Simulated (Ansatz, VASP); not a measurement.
Ni: VASP beside Ansatz

```
Ni
1.0
     4.46727    0.00000    0.00000
     0.00000    4.46727    0.00000
     0.00000    0.00000    4.46727
Ni
8
Direct
  0.00000 0.00000 0.00000
  0.50000 0.50000 0.50000
  0.25000 0.00000 0.50000
  0.75000 0.00000 0.50000
  0.50000 0.25000 0.00000
  0.50000 0.75000 0.00000
  0.00000 0.50000 0.25000
  0.00000 0.50000 0.75000
```

Alike in both runs: functional PBE; k mesh 6 × 6 × 6; occupations fermi-dirac, width 0.05 eV; collinear spin.

Ansatz relaxed the structure, and its values are those at the end. VASP's run is a single point on that final structure, the one shown.

```csv
,VASP,Ansatz
version,VASP 6.6.1,Ansatz 0.2.0
potentials or method,"VASP PAW PBE potentials, release 64 (Ni), cutoff 520 eV","plane waves (420 eV) with PAW, scalar-relativistic"
valence electrons in the cell,80,144
```

Ansatz gave:

```
pressure (GPa)                                                : 0.0
net moment per atom (μB)                                      : 0.57
size of the moment on the site where the two differ most (μB) : 0.62
```

Problem. Which values does VASP return?

Solution. Pressure (GPa): -0.1; net moment per atom (μB): 0.57; size of the moment on the site where the two differ most (μB): 0.58.

Site moments also hang on the region over which each program counts them. With one functional, cell and mesh, what is left measures potentials, basis and numerics. VASP's potentials hold 80 valence electrons a cell and Ansatz's 144, so a difference there can come from the potentials and not from the codes.
